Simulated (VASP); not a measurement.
Input of a VASP 6.6.1 run:

Contents of INCAR:

```
PREC = Accurate
ENCUT = 600
EDIFF = 1E-7
ISMEAR = -1
SIGMA = 0.08
LREAL = False
LASPH = True
NELM = 80
ALGO = Normal
ISIF = 3
LWAVE = False
LCHARG = False
GGA = PE
IBRION = 2
NSW = 60
EDIFFG = -0.005
```

The input KPOINTS:

```
Automatic mesh
0
Gamma
  16 16 16
```

Contents of POSCAR:

```
AlN
1.0
    0.0000000000      2.1544346900      2.1544346900
    2.1544346900      0.0000000000      2.1544346900
    2.1544346900      2.1544346900      0.0000000000
Al N
1 1
Direct
    0.0000000000      0.0000000000      0.0000000000
    0.5000000000      0.5000000000      0.5000000000
```

Potentials or basis: VASP PAW PBE potentials, release 64 (Al, N).

Command:

```console
$ cat potpaw_PBE.64/Al/POTCAR potpaw_PBE.64/N/POTCAR > POTCAR
$ mpirun -np 1 vasp_std > vasp.out
```

**Question.** Predict the relaxed volume.

**Answer.** 8.42 Å³/atom.

**Question.** Estimate the relaxed cell.

**Answer.** a = 2.877 Å, b = 2.877 Å, c = 2.877 Å, α = 60.00°, β = 60.00°, γ = 60.00°.

**Question.** Estimate the band gap on the k mesh.

**Answer.** 4.43 eV (least direct gap 5.42 eV).

**Question.** Predict the space group after relaxing (to 0.1 Å).

**Answer.** Fm-3m (No. 225).

Final structure:
```
Al N
1.0
     0.00000    2.03401    2.03401
     2.03401    0.00000    2.03401
     2.03401    2.03401    0.00000
Al N
1 1
Direct
  0.00000 0.00000 0.00000
  0.50000 0.50000 0.50000
```

Caveat: the volume moved by over 15 % at a fixed basis, so the end points are rough. A k mesh can miss the band edges.
